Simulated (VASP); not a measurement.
# MgI2 (Cm) in VASP: electric field gradients with r2SCAN

Aim: the electric field gradients of MgI2 with r2SCAN.

All numbers are computed with VASP 6.6.1; they aren't measurements. Logs are shortened: lines on timing, memory, paths and dates and some standing lists are left out, and cuts for length are marked.

### Step 1. The cell of the first run

Symmetry: Cm, No. 8, monoclinic system. The conventional cell has a = 7.171 Å, b = 4.140 Å, c = 6.880 Å, α = 90.00°, β = 90.00°, γ = 90.00°. Within 2.7 Å of Mg (site symmetry m) lie 1 I at 2.06 Å. I (site symmetry m) has 1 Mg at 2.06 Å within 2.7 Å. Within 3.9 Å of I (site symmetry m) lie 3 Mg at 2.98 to 3.39 Å and 2 I at 3.89 Å.

### Step 2. Electric field gradients, r2SCAN

Input file POSCAR:

```
MgI2
1.0
    4.1400000000      0.0000000000      0.0000000000
   -2.0700000000      3.5853451717      0.0000000000
    0.0000000000      0.0000000000      6.8800000000
Mg I
1 2
Direct
   -0.1000000000     -0.0500000000      0.0375000000
    0.4333333333      0.7166666667      0.2125000000
    0.6666666667      0.3333333333      0.7500000000
```

Input file INCAR.step1:

```
SYSTEM = MgI2
PREC     = Accurate       ! precision mode
ENCUT    = 440            ! plane-wave cutoff, eV
ISMEAR   = 1              ! smearing method
SIGMA    = 0.15           ! smearing width, eV
LREAL    = .FALSE.        ! projectors in reciprocal space
LASPH    = .TRUE.         ! aspherical terms in the spheres
NELM     = 120            ! most SCF steps
ISYM     = -1           
NBANDS   = 15             ! bands
GGA      = PE             ! functional
ALGO     = Normal         ! electronic algorithm
EDIFF    = 1E-5           ! SCF threshold, eV
LWAVE    = .TRUE.         ! write WAVECAR
LCHARG   = .FALSE.        ! write CHGCAR
GGA_COMPAT= .FALSE.
```

Input file INCAR.step2:

```
SYSTEM = MgI2
PREC     = Accurate       ! precision mode
ENCUT    = 440            ! plane-wave cutoff, eV
EDIFF    = 1E-8           ! SCF threshold, eV
ISMEAR   = 1              ! smearing method
SIGMA    = 0.15           ! smearing width, eV
LREAL    = .FALSE.        ! projectors in reciprocal space
LASPH    = .TRUE.         ! aspherical terms in the spheres
NELM     = 120            ! most SCF steps
ALGO     = Normal         ! electronic algorithm
ISIF     = 2              ! what is computed and relaxed
LWAVE    = .FALSE.        ! write WAVECAR
LCHARG   = .FALSE.        ! write CHGCAR
METAGGA  = R2SCAN         ! meta-GGA
LMIXTAU  = .TRUE.       
LEFG     = .TRUE.       
ISYM     = -1           
NBANDS   = 15             ! bands
ISTART   = 1            
GGA_COMPAT= .FALSE.
```

Input file KPOINTS:

```
explicit points
98
Reciprocal
  0.07142857   0.07142857   0.12500000 2
  0.07142857   0.07142857   0.37500000 2
  0.07142857   0.07142857   0.62500000 2
  0.07142857   0.07142857   0.87500000 2
  0.07142857   0.21428571   0.12500000 2
  0.07142857   0.21428571   0.37500000 2
  0.07142857   0.21428571   0.62500000 2
  0.07142857   0.21428571   0.87500000 2
  0.07142857   0.35714286   0.12500000 2
  0.07142857   0.35714286   0.37500000 2
  0.07142857   0.35714286   0.62500000 2
  0.07142857   0.35714286   0.87500000 2
  0.07142857   0.50000000   0.12500000 2
  0.07142857   0.50000000   0.37500000 2
  0.07142857   0.50000000   0.62500000 2
  0.07142857   0.50000000   0.87500000 2
  0.07142857   0.64285714   0.12500000 2
  0.07142857   0.64285714   0.37500000 2
  0.07142857   0.64285714   0.62500000 2
  0.07142857   0.64285714   0.87500000 2
  0.07142857   0.78571429   0.12500000 2
  0.07142857   0.78571429   0.37500000 2
  0.07142857   0.78571429   0.62500000 2
  0.07142857   0.78571429   0.87500000 2
  0.07142857   0.92857143   0.12500000 2
  0.07142857   0.92857143   0.37500000 2
  0.07142857   0.92857143   0.62500000 2
  0.07142857   0.92857143   0.87500000 2
  0.21428571   0.07142857   0.12500000 2
  0.21428571   0.07142857   0.37500000 2
  0.21428571   0.07142857   0.62500000 2
  0.21428571   0.07142857   0.87500000 2
  0.21428571   0.21428571   0.12500000 2
  0.21428571   0.21428571   0.37500000 2
  0.21428571   0.21428571   0.62500000 2
  0.21428571   0.21428571   0.87500000 2
  0.21428571   0.35714286   0.12500000 2
  0.21428571   0.35714286   0.37500000 2
  0.21428571   0.35714286   0.62500000 2
  0.21428571   0.35714286   0.87500000 2
  0.21428571   0.50000000   0.12500000 2
  0.21428571   0.50000000   0.37500000 2
  0.21428571   0.50000000   0.62500000 2
  0.21428571   0.50000000   0.87500000 2
  0.21428571   0.64285714   0.12500000 2
  0.21428571   0.64285714   0.37500000 2
  0.21428571   0.64285714   0.62500000 2
  0.21428571   0.64285714   0.87500000 2
  0.21428571   0.78571429   0.12500000 2
  0.21428571   0.78571429   0.37500000 2
  0.21428571   0.78571429   0.62500000 2
  0.21428571   0.78571429   0.87500000 2
  0.21428571   0.92857143   0.12500000 2
  0.21428571   0.92857143   0.37500000 2
  0.21428571   0.92857143   0.62500000 2
  0.21428571   0.92857143   0.87500000 2
  0.35714286   0.07142857   0.12500000 2
  0.35714286   0.07142857   0.37500000 2
  0.35714286   0.07142857   0.62500000 2
  0.35714286   0.07142857   0.87500000 2
  0.35714286   0.21428571   0.12500000 2
  0.35714286   0.21428571   0.37500000 2
  0.35714286   0.21428571   0.62500000 2
  0.35714286   0.21428571   0.87500000 2
  0.35714286   0.35714286   0.12500000 2
  0.35714286   0.35714286   0.37500000 2
  0.35714286   0.35714286   0.62500000 2
  0.35714286   0.35714286   0.87500000 2
  0.35714286   0.50000000   0.12500000 2
  0.35714286   0.50000000   0.37500000 2
  0.35714286   0.50000000   0.62500000 2
  0.35714286   0.50000000   0.87500000 2
  0.35714286   0.64285714   0.12500000 2
  0.35714286   0.64285714   0.37500000 2
  0.35714286   0.64285714   0.62500000 2
  0.35714286   0.64285714   0.87500000 2
  0.35714286   0.78571429   0.12500000 2
  0.35714286   0.78571429   0.37500000 2
  0.35714286   0.78571429   0.62500000 2
  0.35714286   0.78571429   0.87500000 2
  0.35714286   0.92857143   0.12500000 2
  0.35714286   0.92857143   0.37500000 2
  0.35714286   0.92857143   0.62500000 2
  0.35714286   0.92857143   0.87500000 2
  0.50000000   0.07142857   0.12500000 2
  0.50000000   0.07142857   0.37500000 2
  0.50000000   0.07142857   0.62500000 2
  0.50000000   0.07142857   0.87500000 2
  0.50000000   0.21428571   0.12500000 2
  0.50000000   0.21428571   0.37500000 2
  0.50000000   0.21428571   0.62500000 2
  0.50000000   0.21428571   0.87500000 2
  0.50000000   0.35714286   0.12500000 2
  0.50000000   0.35714286   0.37500000 2
  0.50000000   0.35714286   0.62500000 2
  0.50000000   0.35714286   0.87500000 2
  0.50000000   0.50000000   0.12500000 2
  0.50000000   0.50000000   0.37500000 2
```

Potentials or basis: VASP PAW PBE potentials, release 64 (Mg, I).

Run with:

```sh
$ cat potpaw_PBE.64/Mg/POTCAR potpaw_PBE.64/I/POTCAR > POTCAR
$ cp INCAR.step1 INCAR
$ mpirun -np 1 vasp_std > vasp.out
$ cp INCAR.step2 INCAR
$ mpirun -np 1 vasp_std > vasp.out
```

OUTCAR:

```text
SYSTEM = MgI2
   PREC = Accurate
   ENCUT = 440
   EDIFF = 1E-8
   ISMEAR = 1
   LREAL = .FALSE.
   LASPH = .TRUE.
   NELM = 120
   ISIF = 2
   METAGGA = R2SCAN
   ISYM = -1
   ISTART = 1

 ion  position               nearest neighbor table
   1  0.900  0.950  0.038-   2 2.06   3 2.98   3 2.98   2 3.06   2 3.06   3 3.39
   2  0.433  0.717  0.212-   1 2.06   1 3.06   1 3.06
   3  0.667  0.333  0.750-   1 2.98   1 2.98   1 3.39

IMPORTANT INFORMATION: All symmetrisations will be switched off!
NOSYMM: (Re-)initialisation of all symmetry stuff for point group C_1.

----------------------------------------------------------------------------------------

                                     Primitive cell

  volume of cell :     102.1221

  direct lattice vectors                    reciprocal lattice vectors
     4.140000000  0.000000000  0.000000000     0.241545894  0.139456587  0.000000000
    -2.070000000  3.585345172  0.000000000     0.000000000  0.278913174  0.000000000
     0.000000000  0.000000000  6.880000000     0.000000000  0.000000000  0.145348837

  length of vectors
     4.140000000  4.140000000  6.880000000     0.278913174  0.278913174  0.145348837

  position of ions in fractional coordinates (direct lattice)
     0.900000000  0.950000000  0.037500000
     0.433333333  0.716666667  0.212500000
     0.666666667  0.333333333  0.750000000

  ion indices of the primitive-cell ions
   primitive index   ion index
                 1           1
                 2           2
                 3           3

----------------------------------------------------------------------------------------

 KPOINTS: explicit points

Read explicit list of k-points.

 Found     98 k-points:

 Following reciprocal coordinates:
            Coordinates               Weight
  0.071429  0.071429  0.125000      0.010204
  0.071429  0.071429  0.375000      0.010204
  0.071429  0.071429  0.625000      0.010204
  0.071429  0.071429  0.875000      0.010204
  0.071429  0.214286  0.125000      0.010204
  0.071429  0.214286  0.375000      0.010204
[... 16 lines left out ...]
  0.071429  0.785714  0.625000      0.010204
  0.071429  0.785714  0.875000      0.010204
 [... further k-points ...]
   k-points           NKPTS =     98   k-points in BZ     NKDIM =     98   number of bands    NBANDS=     15
   number of dos      NEDOS =    301   number of ions     NIONS =      3
   total plane-waves  NPLWV =  37632
   dimension x,y,z NGX =    28 NGY =   28 NGZ =   48
   dimension x,y,z NGXF=    56 NGYF=   56 NGZF=   96
   ions per type =               1   2
   NGX,Y,Z   is equivalent  to a cutoff of  11.24, 11.24, 11.60 a.u.
   NGXF,Y,Z  is equivalent  to a cutoff of  22.49, 22.49, 23.20 a.u.
 SYSTEM =  MgI2
   PREC   = accura    normal or accurate (medium, high low for compatibility)
   ISTART =      1    job   : 0-new  1-cont  2-samecut
   ICHARG =      0    charge: 1-file 2-atom 10-const
   ISPIN  =      1    spin polarized calculation?
   LNONCOLLINEAR =      F non collinear calculations
[... 33 lines left out ...]
   LEPSILON=     F    determine dielectric tensor
   LRPA    =     F    only Hartree local field effects (RPA)
 non-spin polarized calculation
 Methfessel and Paxton  Order N= 1 SIGMA  =   0.15
  energy-cutoff  :      440.00
  volume of cell :      102.12
 maximum number of plane-waves:      2156
   NGX = 15   NGY = 15   NGZ = 23

 number of electron      15.9999999 magnetization

 Free energy of the ion-electron system (eV)
  ---------------------------------------------------
  ext. energy  EPLUGINS =         0.00000000
  ---------------------------------------------------
  free energy    TOTEN  =       -53.98631756 eV

  energy without entropy =      -53.98696163  energy(sigma->0) =      -53.98653225

 E-fermi :   2.8267     XC(G=0):  -8.4957

 val. band max:        2.7166812955   @ k =   0.0714   0.9286   0.1250
 cond. band min:       5.7379725914   @ k =   0.5000   0.5000   0.1250
 fundamental gap:      3.0212912959
 Fermi energy:         2.8266820995

 k-point     1 :       0.0714    0.0714    0.1250
  band No.  band energies     occupation
      1     -11.2884      2.00000
      2      -9.1586      2.00000
      3      -1.4915      2.00000
      4      -0.2492      2.00000
      5       0.5520      2.00000
      6       1.7512      2.00000
      7       2.2708      2.00000
      8       2.5407      2.02137
      9       6.6284      0.00000
     10       8.1062      0.00000
     11       8.4790      0.00000
     12       9.2302      0.00000
     13      10.1437      0.00000
     14      10.8562      0.00000
[... 401 lines left out ...]
      2      -9.0928      2.00000
      3      -1.3732      2.00000
      4      -0.3959      2.00000
      5       0.0618      2.00000
      6       1.4219      2.00000
      7       1.9123      2.00000
      8       2.5171      2.01294
      9       6.7098      0.00000
     10       7.8787      0.00000
     11       8.8507      0.00000
     12       9.8595      0.00000
     13      10.3145      0.00000
     14      10.6182      0.00000
     15      11.4872      0.00000

 [... further k-points ...]

------------------------ aborting loop because EDIFF is reached ----------------------------------------

  FORCE on cell =-STRESS in cart. coord.  units (eV):
  Direction    XX          YY          ZZ          XY          YZ          ZX
  --------------------------------------------------------------------------------------
  -------------------------------------------------------------------------------------
  Total       11.5220621      4.3556987      8.0351252      6.2022175     -5.6372965     -9.7667056
  in kB      180.7677875     68.3358591    126.0617926     97.3055977    -88.4426422   -153.2282797
  external PRESSURE =     125.0551464 kB  Pullay stress =       0.0000000 kB

 VOLUME and BASIS-vectors are now :
 -----------------------------------------------------------------------------
  energy-cutoff  :      440.00
  volume of cell :      102.12
      direct lattice vectors                 reciprocal lattice vectors
     4.140000000  0.000000000  0.000000000     0.241545894  0.139456587  0.000000000
    -2.070000000  3.585345172  0.000000000     0.000000000  0.278913174  0.000000000
     0.000000000  0.000000000  6.880000000     0.000000000  0.000000000  0.145348837

 POSITION                                       TOTAL-FORCE (eV/Angst)
 -----------------------------------------------------------------------------------
      1.75950      3.40608      0.25800         7.869845      4.543997     -7.721992
      0.31050      2.56950      1.46200        -7.986041     -4.610487      7.297660
      2.07000      1.19512      5.16000         0.116196      0.066489      0.424333
 -----------------------------------------------------------------------------------
    total drift:                               -0.000454     -0.000261      0.000205

  FREE ENERGIE OF THE ION-ELECTRON SYSTEM (eV)
  ---------------------------------------------------
  free  energy   TOTEN  =       -53.9863175561 eV

  energy  without entropy=      -53.9869616268  energy(sigma->0) =      -53.98653225

 Electric field gradients (V/A^2)
---------------------------------------------------------------------
 ion       V_xx      V_yy      V_zz      V_xy      V_xz      V_yz
---------------------------------------------------------------------
   1      -9.394    14.632    -5.238   -20.805    34.759    20.070
   2      81.107   108.924  -190.031   -24.226   142.119    82.008
   3     -51.265   -19.558    70.823   -24.735    57.592    33.050
---------------------------------------------------------------------

 Electric field gradients after diagonalization (V/A^2)
 (convention: |V_zz| > |V_xx| > |V_yy|)
----------------------------------------------------------------------
 ion       V_xx      V_yy      V_zz     asymmetry (V_yy - V_xx)/ V_zz
----------------------------------------------------------------------
   1      27.622    26.643   -54.265       0.018
   2     146.972   122.950  -269.921       0.089
   3     -91.882    -6.044    97.926       0.877
----------------------------------------------------------------------

           NMR quadrupolar parameters

 Cq : quadrupolar parameter    Cq=e*Q*V_zz/h
 eta: asymmetry parameters     (V_yy - V_xx)/ V_zz
 Q  : nuclear electric quadrupole moment in mb (millibarn)
----------------------------------------------------------------------
 ion       Cq(MHz)       eta       Q (mb)
----------------------------------------------------------------------
   1      -0.131       0.018       1.000
   2      -0.653       0.089       1.000
   3       0.237       0.877       1.000
----------------------------------------------------------------------
```

Wall time 3.5 min (1 thread of Intel Xeon Platinum 8488C (Sapphire Rapids), shared host); peak memory 0.27 GiB.

Results:

| Property | Result |
| --- | --- |
| Free energy | -53.9863 eV |
| Pressure | 12.5 GPa |
| Largest force | 11.925 eV/Å |
| Band gap on the k mesh | 3.02 eV (least direct gap 3.52 eV) |
| Largest electric field gradient by atom | Mg -54.3; I -269.9, +97.9 V/Å² |

Forces on the atoms (eV/Å):
```
Mg   7.870  4.544 -7.722
I   -7.986 -4.610  7.298
I    0.116  0.066  0.424
```

Levels at points of the mesh, in eV from the valence-band top:
| k point | band 6 | band 7 | band 8 | band 9 | band 10 | band 11 |
| --- | --- | --- | --- | --- | --- | --- |
| (0.07, 0.07, 0.12) | -0.97 | -0.45 | -0.18 | 3.91 | 5.39 | 5.76 |

Electric field gradients, principal values (V/Å²):
```csv
atom,least,middle,greatest (by size)
1 Mg,26.643,27.622,-54.265
2 I,122.950,146.972,-269.921
3 I,-6.044,-91.882,97.926
```

Caveat: the stress differs along the axes, from 7 to 18 GPa; without QUAD_EFG the Cq values of the log hold for a quadrupole moment of 1 mb, not for the nuclei; the PAW data sets were made with another functional, which shifts forces and pressure a little; spin-orbit coupling is left out, which moves the levels of the heavy elements; a shifted mesh leaves out Γ, where band edges can lie. r2SCAN opens gaps a little over a GGA but as a rule still falls short of measured ones.
